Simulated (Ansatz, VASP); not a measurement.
**Sb in VASP and in Ansatz**

Contents of INCAR:

```
  PREC = Accurate
  ENCUT = 520
  EDIFF = 1E-6
  ISMEAR = -1
  SIGMA = 0.05
  LREAL = F
  LASPH = T
  NELM = 80
  ALGO = Normal
  ISIF = 2
  LWAVE = F
  LCHARG = F
  NBANDS = 12
```

File KPOINTS:

```
regular mesh
0
Gamma
  14 14 8
```

POSCAR

```
Sb
1.0
    2.9108381259      0.0000000000      0.0000000000
   -1.4554190629      2.5208597633      0.0000000000
    0.0000000000      0.0000000000      4.7587567468
Sb
2
Direct
    0.3333333333      0.6666666667      0.2500000000
    0.6666666667      0.3333333333      0.7500000000
```

Input for Ansatz:

```yaml
crystal:
  lattice:
    - [2.9108381259, 0.0, 0.0]
    - [-1.4554190629, 2.5208597633, 0.0]
    - [0.0, 0.0, 4.7587567468]
  atoms:
    - { symbol: Sb, position: [0.3333333333, 0.6666666667, 0.25] }
    - { symbol: Sb, position: [0.6666666667, 0.3333333333, 0.75] }
kpoints:
  mp_grid: { grid: [14, 14, 8] }
scf:
  occupations: { method: fermi_dirac, width: 0.05 }
hamiltonian:
  xc: lda
  pseudopotentials: { kind: paw }
output:
  forces: true
  stress: true
  eigenvalues: true
  populations: true
```

Change from the starting cell: volume scaled by 0.68, PAW files.

Alike in both runs: task single point; functional LDA; k mesh 14 × 14 × 8; occupations fermi-dirac, width 0.05 eV; no spin polarisation.

|  | VASP | Ansatz |
| --- | --- | --- |
| version | VASP 6.6.1 | Ansatz 0.2.0 |
| potentials or method | VASP PAW LDA potentials, release 64 (Sb) | PAW with Ansatz's default frozen-core files, scalar-relativistic |
| plane-wave cutoff (eV) | 520 | 420 |
| valence electrons in the cell | 10 | 30 |

VASP gave:

```
pressure (GPa)                                                : 68.1
traceless stress, the component that is largest in VASP (GPa) : -0.02
```

What did Ansatz give for the same quantities?

Pressure (GPa): 65.9; traceless stress, the component that is largest in VASP (GPa): 0.10.

LDA's correlation is that of Perdew and Zunger in VASP and of Perdew and Wang (1992) in Ansatz. Both programs put the cell under a high pressure, so it lies far from rest at this level. VASP's potentials hold 10 valence electrons a cell and Ansatz's 30, so a difference there can come from the potentials and not from the codes.

Spin-orbit coupling is off throughout. Noted on VASP's run: the cell as given lies far from equilibrium.
